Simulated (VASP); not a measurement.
Si, 4 atoms in the cell. It takes space group P6_3/mmc (No. 194, hexagonal). Conventional cell: a = 3.661 Å, b = 3.661 Å, c = 6.782 Å, α = 90.00°, β = 90.00°, γ = 120.00°. Within 3.1 Å of Si (site symmetry 3m) lie 4 Si at 2.33 to 2.41 Å. This isn't the form of Si at room conditions, which is diamond. This cell differs from its parent crystal: atoms shifted along a free coordinate, c/a of the conventional cell at fixed volume 1.8527.

| Item | Value |
| --- | --- |
| Program | VASP 6.6.1 |
| Task | single point |
| Functional | LDA |
| Potentials or basis | VASP PAW LDA potentials, release 64 (Si) |
| Cutoff | 520 eV |
| k mesh | 12 × 12 × 6 |
| Occupations | gaussian, width 0.03 eV |
| Spin | no spin polarisation |
| Dipole correction | no |
| Further INCAR settings | ALGO = Normal; EDIFF = 1e-06; NBANDS = 16 |

Potentials or basis: VASP PAW LDA potentials, release 64 (Si).

Run with:

```bash
$ cat potpaw_LDA.64/Si/POTCAR > POTCAR
$ mpirun -np 1 vasp_std > vasp.out
```

Hardware: 1 thread of Intel Xeon 8259CL (shared host).

Task: How long does it take, and how much memory?

Result: Wall time 100 s on 1 thread of Intel Xeon 8259CL, with other jobs on the host, peak memory 0.2 GiB. Counts: scf iterations 12, k points 76.
